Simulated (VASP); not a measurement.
# GaSb (Immm) in VASP: further runs

Runs on GaSb. Level: PBE. Tasks: single point.

Everything below comes from runs of VASP 6.6.1. Logs are shortened: lines on timing, memory, paths and dates and some standing lists are left out, and cuts for length are marked.

### 1 The cell of the first run

It takes space group Immm (No. 71, orthorhombic). Conventional cell: a = 3.137 Å, b = 4.791 Å, c = 6.342 Å, α = 90.00°, β = 90.00°, γ = 90.00°. Ga (site symmetry mmm) has 6 Sb at 2.86 to 3.17 Å and 2 Ga at 3.14 Å within 3.8 Å. Sb (site symmetry mmm) has 6 Ga at 2.86 to 3.17 Å and 2 Sb at 3.14 Å within 3.8 Å.

### 2 Single point, PBE

File INCAR:

```
PREC = Accurate ; ENCUT = 520
EDIFF = 1E-7 ; ISMEAR = 0
SIGMA = 0.15 ; LREAL = False
LASPH = True ; NELM = 80
ALGO = Normal ; ISIF = 2
LWAVE = False ; LCHARG = False
GGA = PE ; NBANDS = 16
```

File KPOINTS:

```
regular mesh
0
Gamma
  16 16 16
```

File POSCAR:

```
GaSb
1.0
   -1.5683933862      2.3957499065      3.1712435421
    1.5683933862     -2.3957499065      3.1712435421
    1.5683933862      2.3957499065     -3.1712435421
Ga Sb
1 1
Direct
    0.0000000000      0.0000000000      0.0000000000
    0.5000000000      0.5000000000      0.0000000000
```

Potentials or basis: VASP PAW PBE potentials, release 64 (Ga_d, Sb).

On the command line:

```console
cat potpaw_PBE.64/Ga_d/POTCAR potpaw_PBE.64/Sb/POTCAR > POTCAR
mpirun -np 1 vasp_std > vasp.out
```

OUTCAR:

```text
PREC = Accurate
   ENCUT = 520
   EDIFF = 1E-7
   ISMEAR = 0
   LREAL = False
   LASPH = True
   NELM = 80
   ISIF = 2
   GGA = PE

 ion  position               nearest neighbor table
   1  0.000  0.000  0.000-   2 2.86   2 2.86   2 2.86   2 2.86   2 3.17   2 3.17
   2  0.500  0.500  0.000-   1 2.86   1 2.86   1 2.86   1 2.86   1 3.17   1 3.17

  LATTYP: Found a body centered orthorhombic cell.
 ALAT       =     3.1367867724
 B/A-ratio  =     1.5275184960
 C/A-ratio  =     2.0219694689

  Lattice vectors:

 A1 = (  -1.5683933862,   2.3957499065,   3.1712435421)
 A2 = (   1.5683933862,  -2.3957499065,   3.1712435421)
 A3 = (   1.5683933862,   2.3957499065,  -3.1712435421)

Analysis of symmetry for initial positions (statically):
=====================================================================
 Subroutine PRICEL returns:
 Original cell was already a primitive cell.

 Routine SETGRP: Setting up the symmetry group for a
 body centered orthorhombic supercell.

 Subroutine GETGRP returns: Found  8 space group operations
 (whereof  8 operations were pure point group operations)
 out of a pool of  8 trial point group operations.

The static configuration has the point symmetry D_2h.

Analysis of symmetry for dynamics (positions and initial velocities):
=====================================================================
 Subroutine PRICEL returns:
 Original cell was already a primitive cell.

 Routine SETGRP: Setting up the symmetry group for a
 body centered orthorhombic supercell.

 Subroutine GETGRP returns: Found  8 space group operations
 (whereof  8 operations were pure point group operations)
 out of a pool of  8 trial point group operations.

The dynamic configuration has the point symmetry D_2h.

 Subroutine INISYM returns: Found  8 space group operations
 (whereof  8 operations are pure point group operations),
 and found     1 'primitive' translations

----------------------------------------------------------------------------------------

                                     Primitive cell

  volume of cell :      47.6635

  direct lattice vectors                    reciprocal lattice vectors
    -1.568393386  2.395749906  3.171243542     0.000000000  0.208702920  0.157666856
     1.568393386 -2.395749906  3.171243542     0.318797570  0.000000000  0.157666856
     1.568393386  2.395749906 -3.171243542     0.318797570  0.208702920  0.000000000

  length of vectors
     4.272734608  4.272734608  4.272734608     0.261564038  0.355655350  0.381036480

  position of ions in fractional coordinates (direct lattice)
     0.000000000  0.000000000  0.000000000
     0.500000000  0.500000000  0.000000000

  ion indices of the primitive-cell ions
   primitive index   ion index
                 1           1
                 2           2

----------------------------------------------------------------------------------------

 KPOINTS: regular mesh

Automatic generation of k-mesh.
 Grid dimensions read from file:
 generate k-points for:   16   16   16

 Generating k-lattice:

  Cartesian coordinates                     Fractional coordinates (reciprocal lattice)
     0.000000000  0.013043932  0.009854179     0.062500000 -0.000000000  0.000000000
     0.019924848  0.000000000  0.009854179     0.000000000  0.062500000  0.000000000
     0.019924848  0.013043932  0.000000000     0.000000000 -0.000000000  0.062500000

  Length of vectors
     0.016347752  0.022228459  0.023814780

  Shift w.r.t. Gamma in fractional coordinates (k-lattice)
     0.000000000  0.000000000  0.000000000

 Subroutine IBZKPT returns following result:
 ===========================================

 Found    621 irreducible k-points:

 Following reciprocal coordinates:
            Coordinates               Weight
  0.000000  0.000000  0.000000      1.000000
  0.062500 -0.000000  0.000000      4.000000
  0.125000 -0.000000  0.000000      4.000000
  0.187500 -0.000000  0.000000      4.000000
  0.250000 -0.000000  0.000000      4.000000
  0.312500  0.000000  0.000000      4.000000
[... 16 lines left out ...]
 -0.187500  0.062500 -0.000000      8.000000
 -0.125000  0.062500 -0.000000      8.000000
 [... further k-points ...]
   k-points           NKPTS =    621   k-points in BZ     NKDIM =    621   number of bands    NBANDS=     16
   number of dos      NEDOS =    301   number of ions     NIONS =      2
   total plane-waves  NPLWV =  32768
   dimension x,y,z NGX =    32 NGY =   32 NGZ =   32
   dimension x,y,z NGXF=    64 NGYF=   64 NGZF=   64
   ions per type =               1   1
   NGX,Y,Z   is equivalent  to a cutoff of  12.45, 12.45, 12.45 a.u.
   NGXF,Y,Z  is equivalent  to a cutoff of  24.90, 24.90, 24.90 a.u.
 SYSTEM =  unknown system
   PREC   = accura    normal or accurate (medium, high low for compatibility)
   ISTART =      0    job   : 0-new  1-cont  2-samecut
   ICHARG =      2    charge: 1-file 2-atom 10-const
   ISPIN  =      1    spin polarized calculation?
[... 24 lines left out ...]
     AMIX     =   0.40;   BMIX     =  1.00
     AMIX_MAG =   1.60;   BMIX_MAG =  1.00
  volume/ion in A,a.u.               =      23.83       160.82
  Fermi-wavevector in a.u.,A,eV,Ry     =   1.183324  2.236158 19.051633  1.400255
  Thomas-Fermi vector in A             =   2.319561
   LORBIT       =      0    0 simple, 1 ext, 2 COOP (PROOUT), +10 PAW based schemes
   GGA     = PE    functional components
   LHFCALC =     F    Hartree Fock is set to
   AEXX    =    0.0000 exact exchange contribution
   IVDW    =     0    specifies the selected vdW correction
   LEPSILON=     F    determine dielectric tensor
   LRPA    =     F    only Hartree local field effects (RPA)
 non-spin polarized calculation
 Gauss-broadening in eV      SIGMA  =   0.15
  energy-cutoff  :      520.00
  volume of cell :       47.66
 maximum number of plane-waves:      1300
   NGX = 15   NGY = 15   NGZ = 15

 number of electron      18.0000009 magnetization

 Free energy of the ion-electron system (eV)
  ---------------------------------------------------
  ext. energy  EPLUGINS =         0.00000000
  ---------------------------------------------------
  free energy    TOTEN  =        -6.74844332 eV

  energy without entropy =       -6.73804728  energy(sigma->0) =       -6.74324530

 E-fermi :   6.6831     XC(G=0): -10.2665

 val. band max:        6.6796213287   @ k =  -0.3750   0.3750   0.1875
 cond. band min:       6.6888463760   @ k =   0.3750  -0.3750   0.3125
 fundamental gap:      0.0092250473
 Fermi energy:         6.6830553306

 k-point     1 :       0.0000    0.0000    0.0000
  band No.  band energies     occupation
      1      -8.3064      2.00000
      2      -8.2469      2.00000
      3      -8.2200      2.00000
      4      -8.2163      2.00000
      5      -8.1760      2.00000
      6      -5.4619      2.00000
[... 8 lines left out ...]
     15      15.7392      0.00000
     16      16.4188      0.00000

 k-point     2 :       0.0625   -0.0000    0.0000
  band No.  band energies     occupation
      1      -8.3062      2.00000
      2      -8.2467      2.00000
      3      -8.2197      2.00000
      4      -8.2165      2.00000
      5      -8.1759      2.00000
      6      -5.4277      2.00000
[... 8 lines left out ...]
     15      15.6893      0.00000
     16      16.3018      0.00000

 k-point     3 :       0.1250   -0.0000    0.0000
  band No.  band energies     occupation
      1      -8.3056      2.00000
      2      -8.2463      2.00000
      3      -8.2189      2.00000
      4      -8.2171      2.00000
      5      -8.1756      2.00000
      6      -5.3257      2.00000
[... 8 lines left out ...]
     15      15.5803      0.00000
     16      16.0026      0.00000

 k-point     4 :       0.1875   -0.0000    0.0000
  band No.  band energies     occupation
      1      -8.3050      2.00000
      2      -8.2458      2.00000
      3      -8.2180      2.00000
      4      -8.2177      2.00000
      5      -8.1751      2.00000
      6      -5.1581      2.00000
[... 8 lines left out ...]
     15      15.4887      0.00000
     16      15.8296      0.00000
[... 324 lines left out ...]
 k-point    22 :      -0.2500    0.0625   -0.0000
  band No.  band energies     occupation
      1      -8.2989      2.00000
      2      -8.2417      2.00000
      3      -8.2234      2.00000
      4      -8.2167      2.00000
      5      -8.1771      2.00000
      6      -4.9478      2.00000
[... 8 lines left out ...]
     15      15.8190      0.00000
     16      16.2190      0.00000

 k-point    23 :      -0.1875    0.0625   -0.0000
  band No.  band energies     occupation
      1      -8.2996      2.00000
      2      -8.2425      2.00000
      3      -8.2221      2.00000
      4      -8.2180      2.00000
      5      -8.1776      2.00000
      6      -5.1562      2.00000
[... 8 lines left out ...]
     15      15.8333      0.00000
     16      16.2639      0.00000

 k-point    24 :      -0.1250    0.0625   -0.0000
  band No.  band energies     occupation
      1      -8.3003      2.00000
      2      -8.2436      2.00000
      3      -8.2210      2.00000
      4      -8.2189      2.00000
      5      -8.1780      2.00000
      6      -5.3017      2.00000
[... 8 lines left out ...]
     15      15.9794      0.00000
     16      16.2955      0.00000

 [... further k-points ...]
[... 5 lines left out ...]
  --------------------------------------------------------------------------------------
  -------------------------------------------------------------------------------------
  Total        2.2475160      2.5975468     -2.0594880     -0.0000000      0.0000000      0.0000000
  in kB       75.5487549     87.3148076    -69.2283187     -0.0000000      0.0000000      0.0000000
  external PRESSURE =      31.2117479 kB  Pullay stress =       0.0000000 kB

 VOLUME and BASIS-vectors are now :
 -----------------------------------------------------------------------------
  energy-cutoff  :      520.00
  volume of cell :       47.66
      direct lattice vectors                 reciprocal lattice vectors
    -1.568393386  2.395749906  3.171243542     0.000000000  0.208702920  0.157666856
     1.568393386 -2.395749906  3.171243542     0.318797570  0.000000000  0.157666856
     1.568393386  2.395749906 -3.171243542     0.318797570  0.208702920  0.000000000

 POSITION                                       TOTAL-FORCE (eV/Angst)
 -----------------------------------------------------------------------------------
      0.00000      0.00000      0.00000        -0.000000      0.000000      0.000000
      0.00000      0.00000      3.17124         0.000000     -0.000000     -0.000000
 -----------------------------------------------------------------------------------
    total drift:                                0.000000     -0.000000      0.000000

  FREE ENERGIE OF THE ION-ELECTRON SYSTEM (eV)
  ---------------------------------------------------
  free  energy   TOTEN  =        -6.7484433177 eV

  energy  without entropy=       -6.7380472824  energy(sigma->0) =       -6.74324530
```

Wall time 3.3 min (1 thread of Intel Xeon 6975P-C, shared host); peak memory 0.58 GiB.

Results:

```yaml
Free_energy: -6.7484 eV
Pressure: 3.1 GPa
Band_gap_on_the_k_mesh: zero (band 9 reaches 10.53 eV, above the bottom of band 10 at 4.42 eV)
```

Caveat: the cell differs from its parent crystal (strain +e along x and -e along y +0.0267, strain +e along z and -e/2 along x and y +0.1000); spin-orbit coupling is left out, which moves the levels of the heavy elements.

### 3 Single point, PBE

File INCAR:

```
PREC = Accurate
ENCUT = 520
EDIFF = 1E-6
ISMEAR = 0
SIGMA = 0.15
LREAL = F
LASPH = T
NELM = 80
ALGO = Normal
ISIF = 2
LWAVE = F
LCHARG = T
GGA = PE
LELF = T
LVHAR = T
NBANDS = 16
```

File KPOINTS:

```
Automatic mesh
0
Gamma
  16 16 16
```

File POSCAR:

```
GaSb
1.0
   -1.5041610370      2.4995406531      3.1712435421
    1.5041610370     -2.4995406531      3.1712435421
    1.5041610370      2.4995406531     -3.1712435421
Ga Sb
1 1
Direct
    0.0000000000      0.0000000000      0.0000000000
    0.5000000000      0.5000000000      0.0000000000
```

Potentials or basis: VASP PAW PBE potentials, release 64 (Ga_d, Sb).

On the command line:

```console
cat potpaw_PBE.64/Ga_d/POTCAR potpaw_PBE.64/Sb/POTCAR > POTCAR
mpirun -np 1 vasp_std > vasp.out
```

Run time: 3.2 min. Hardware: 1 thread of Intel Xeon 6975P-C, shared host; peak memory 0.58 GiB.

The run converged. Its results:

```yaml
Free_energy: -6.7543 eV
Pressure: 3.2 GPa
Band_gap_on_the_k_mesh: zero (band 9 reaches 9.67 eV, above the bottom of band 10 at 4.16 eV)
```

Stress tensor (GPa, compression positive):
```
 8.65  0.00  0.00
 0.00  7.63  0.00
 0.00  0.00 -6.57
```

Levels at points of the mesh, in eV from the Fermi level:
```tsv
k point	band 6	band 7	band 8	band 9	band 10	band 11	band 12	band 13
(0.00, 0.00, 0.00)	-12.18	-3.39	-3.15	-0.85	3.37	3.49	5.49	6.80
(0.50, 0.00, 0.00)	-10.86	-8.30	-1.16	0.39	2.96	3.67	5.55	7.70
(0.00, 0.50, 0.00)	-7.95	-6.25	-1.24	-0.12	0.02	1.19	1.83	2.76
(0.50, 0.50, 0.00)	-7.55	-5.27	-3.48	-3.08	-1.05	3.22	5.40	7.07
(0.50, 0.50, 0.50)	-10.37	-5.45	-5.17	-4.82	4.01	7.64	7.82	11.15
```

Caveat: the cell differs from its parent crystal (strain +e along x and -e along y -0.0133, strain +e along z and -e/2 along x and y +0.1000); spin-orbit coupling is left out, which moves the levels of the heavy elements.

### 4 Single point, PBE

File INCAR:

```
SYSTEM = GaSb
PREC = Accurate
ENCUT = 520
EDIFF = 1E-7
ISMEAR = 0
SIGMA = 0.15
LREAL = .False.
LASPH = .True.
NELM = 100
ALGO = Normal
ISIF = 2
LWAVE = .False.
LCHARG = .False.
GGA = PE
NBANDS = 16
```

File KPOINTS:

```
regular mesh
0
Gamma
  16 16 16
  0 0 0
```

File POSCAR:

```
GaSb
1.0
   -1.5468755492      2.4305198066      3.1712435421
    1.5468755492     -2.4305198066      3.1712435421
    1.5468755492      2.4305198066     -3.1712435421
Ga Sb
1 1
Direct
    0.0000000000      0.0000000000      0.0000000000
    0.5000000000      0.5000000000      0.0000000000
```

On the command line:

```console
cat potpaw_PBE.64/Ga_d/POTCAR potpaw_PBE.64/Sb/POTCAR > POTCAR
mpirun -np 1 vasp_std > vasp.out
```

Wall time 3.7 min (1 thread of Intel Xeon 6975P-C, shared host); peak memory 0.58 GiB.

The run converged. Its results:

```yaml
Free_energy: -6.7541 eV
Pressure: 3.1 GPa
Band_gap_on_the_k_mesh: zero (band 9 reaches 10.25 eV, above the bottom of band 10 at 4.30 eV)
```

Stress tensor (GPa, compression positive):
```
 7.74  0.00  0.00
 0.00  8.55  0.00
 0.00  0.00 -6.92
```

Levels at points of the mesh, in eV from the Fermi level:
```tsv
k point	band 5	band 6	band 7	band 8	band 9	band 10	band 11	band 12	band 13	band 14
(0.00, 0.00, 0.00)	-14.83	-12.13	-2.97	-2.88	-0.50	3.40	3.76	4.65	6.81	9.05
(0.50, 0.00, 0.00)	-14.83	-10.71	-8.23	-1.03	0.48	3.64	4.32	4.81	6.94	8.80
(0.00, 0.50, 0.00)	-14.80	-8.20	-6.41	-0.96	-0.16	0.32	1.18	1.70	2.56	8.71
(0.50, 0.50, 0.00)	-14.80	-7.74	-5.25	-3.68	-3.17	-1.19	3.15	5.98	7.11	7.65
(0.50, 0.50, 0.50)	-14.83	-10.27	-5.15	-5.04	-4.63	3.15	7.07	8.02	10.69	11.64
```

Caveat: the cell differs from its parent crystal (strain +e along x and -e along y +0.0133, strain +e along z and -e/2 along x and y +0.1000); spin-orbit coupling is left out, which moves the levels of the heavy elements.

### 5 Single point, PBE

File INCAR:

```
PREC = Accurate ; ENCUT = 520
EDIFF = 1E-6 ; ISMEAR = 0
SIGMA = 0.15 ; LREAL = F
LASPH = T ; NELM = 80
ALGO = Normal ; ISIF = 2
LWAVE = F ; LCHARG = F
GGA = PE ; NBANDS = 16
```

File KPOINTS:

```
Automatic mesh
0
Gamma
  16 16 16
```

File POSCAR:

```
GaSb
1.0
   -1.5255182931      2.4650302298      3.1712435421
    1.5255182931     -2.4650302298      3.1712435421
    1.5255182931      2.4650302298     -3.1712435421
Ga Sb
1 1
Direct
    0.0000000000      0.0000000000      0.0000000000
    0.5000000000      0.5000000000      0.0000000000
```

On the command line:

```console
cat potpaw_PBE.64/Ga_d/POTCAR potpaw_PBE.64/Sb/POTCAR > POTCAR
mpirun -np 1 vasp_std > vasp.out
```

Wall time 3.6 min (1 thread of Intel Xeon 6975P-C, shared host); peak memory 0.58 GiB.

Results (log left out):

| Property | Result |
| --- | --- |
| Free energy | -6.7565 eV |
| Pressure | 3.1 GPa |
| Band gap on the k mesh | zero (band 9 reaches 9.96 eV, above the bottom of band 10 at 4.21 eV) |

Stress tensor (GPa, compression positive):
```
 8.07  0.00  0.00
 0.00  8.15  0.00
 0.00  0.00 -6.78
```

Levels at points of the mesh, in eV from the Fermi level:
| k point | band 6 | band 7 | band 8 | band 9 | band 10 | band 11 | band 12 | band 13 |
| --- | --- | --- | --- | --- | --- | --- | --- | --- |
| (0.00, 0.00, 0.00) | -12.15 | -3.13 | -3.06 | -0.67 | 3.39 | 3.63 | 5.07 | 6.81 |
| (0.50, 0.00, 0.00) | -10.78 | -8.26 | -1.09 | 0.44 | 3.31 | 4.00 | 5.18 | 7.32 |
| (0.00, 0.50, 0.00) | -8.08 | -6.33 | -1.10 | -0.14 | 0.17 | 1.19 | 1.76 | 2.66 |
| (0.50, 0.50, 0.00) | -7.64 | -5.25 | -3.58 | -3.12 | -1.12 | 3.19 | 5.68 | 7.19 |
| (0.50, 0.50, 0.50) | -10.31 | -5.24 | -5.15 | -4.72 | 3.58 | 7.44 | 7.84 | 10.91 |

Caveat: the cell differs from its parent crystal (strain +e along x and -e along y +0.0000, strain +e along z and -e/2 along x and y +0.1000); spin-orbit coupling is left out, which moves the levels of the heavy elements.

### 6 Single point, PBE

File INCAR:

```
  PREC = Accurate
  ENCUT = 520
  EDIFF = 1E-6
  ISMEAR = 0
  SIGMA = 0.15
  LREAL = False
  LASPH = True
  NELM = 60
  ALGO = Normal
  ISIF = 2
  LWAVE = False
  LCHARG = False
  GGA = PE
  NBANDS = 16
```

KPOINTS is that of step 5.

File POSCAR:

```
GaSb
1.0
   -1.4640158188      2.4346714365      3.3153909758
    1.4640158188     -2.4346714365      3.3153909758
    1.4640158188      2.4346714365     -3.3153909758
Ga Sb
1 1
Direct
    0.0000000000      0.0000000000      0.0000000000
    0.5000000000      0.5000000000      0.0000000000
```

Potentials or basis: VASP PAW PBE potentials, release 64 (Ga_d, Sb).

On the command line:

```console
cat potpaw_PBE.64/Ga_d/POTCAR potpaw_PBE.64/Sb/POTCAR > POTCAR
mpirun -np 1 vasp_std > vasp.out
```

Run time: 2 min. Hardware: 1 thread of Intel Xeon 6975P-C (Granite Rapids), shared host; peak memory 0.58 GiB.

It converged, with:

* Free energy: -6.4853 eV
* Pressure: 7.2 GPa
* Band gap on the k mesh: zero (band 9 reaches 10.04 eV, above the bottom of band 10 at 4.32 eV)

Stress tensor (GPa, compression positive):
```
15.25  0.00  0.00
 0.00 13.57  0.00
 0.00  0.00 -7.28
```

Levels at points of the mesh, in eV from the Fermi level:
```csv
k point,band 7,band 8,band 9,band 10,band 11,band 12
"(0.00, 0.00, 0.00)",-3.68,-3.56,-0.68,2.27,3.53,5.66
"(0.50, 0.00, 0.00)",-8.60,-1.67,-0.10,3.37,4.05,6.19
"(0.00, 0.50, 0.00)",-6.46,-0.95,-0.04,0.18,1.21,1.51
"(0.50, 0.50, 0.00)",-5.51,-3.60,-3.54,-0.72,3.24,6.03
"(0.50, 0.50, 0.50)",-5.28,-5.24,-4.97,4.62,6.77,8.40
```

Caveat: the cell differs from its parent crystal (strain +e along x and -e along y -0.0133, strain +e along z and -e/2 along x and y +0.1500); spin-orbit coupling is left out, which moves the levels of the heavy elements.

### 7 Overview

```csv
cell,gap on the mesh (eV),pressure (GPa)
"a = 4.273 Å, angles 136.9, 111.8, 84.2°, 2 atoms",none,3.1
"a = 4.309 Å, angles 139.1, 109.1, 85.2°, 2 atoms",none,3.2
"a = 4.285 Å, angles 137.7, 110.9, 84.5°, 2 atoms",none,3.1
"a = 4.297 Å, angles 138.4, 110.0, 84.9°, 2 atoms",none,3.1
"a = 4.366 Å, angles 140.8, 112.2, 81.2°, 2 atoms",none,7.2
```

Alike in all rows: task single point; level PBE; potentials or basis VASP PAW PBE potentials, release 64 (Ga_d, Sb); no spin polarisation; k mesh 16 × 16 × 16; cutoff (eV) 520; smearing gaussian 0.15 eV.

Caveats: spin-orbit coupling is left out, which moves the levels of the heavy elements.

Total energies depend on the potentials used, so only differences within one code and one set of settings carry meaning.
